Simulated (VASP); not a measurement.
The system is K3Br.

```
K Br
1.0
     5.14788    0.00000    0.00000
     0.00000    5.14788    0.00000
     0.00000    0.00000    5.14788
K Br
3 1
Direct
  0.00000 0.50000 0.50000
  0.50000 0.00000 0.50000
  0.50000 0.50000 0.00000
  0.00000 0.00000 0.00000
```

* Program: VASP 6.6.1
* Task: relaxation of cell and atoms
* Functional: r2SCAN
* Potentials or basis: VASP PAW PBE potentials, release 64 (K_sv, Br)
* Cutoff: 600 eV
* k mesh: 4 × 4 × 4
* Occupations: gaussian, width 0.1 eV
* Spin: no spin polarisation

At the start: pressure 5.3 GPa; volume 34.11 Å³/atom.

How do energy, volume and symmetry change on relaxing?

Over 5 steps the energy falls by 199.1 meV/atom and the volume is 51.09 Å³/atom (+49.8 %); space group Pm-3m (No. 221, to 0.05 Å).

Step by step:
```csv
step,energy change (eV),largest force (eV/Å),pressure (GPa),volume (Å³)
1,0.0000,0.0000,5.32,136.42
2,-0.5371,0.0000,2.31,160.01
3,-0.7670,0.0000,0.59,187.33
4,-0.7945,0.0000,0.13,199.95
5,-0.7963,0.0000,0.01,204.35
```

Final structure:
```
CELL_PARAMETERS angstrom
5.89011 0.00000 0.00000
0.00000 5.89011 0.00000
0.00000 0.00000 5.89011
ATOMIC_POSITIONS crystal
K 0.00000 0.50000 0.50000
K 0.50000 0.00000 0.50000
K 0.50000 0.50000 0.00000
Br 0.00000 0.00000 0.00000
```

Caveat: the volume moved by over 15 % at a fixed basis, so the end points are rough; the PAW data sets were made with another functional, which shifts forces and pressure a little.
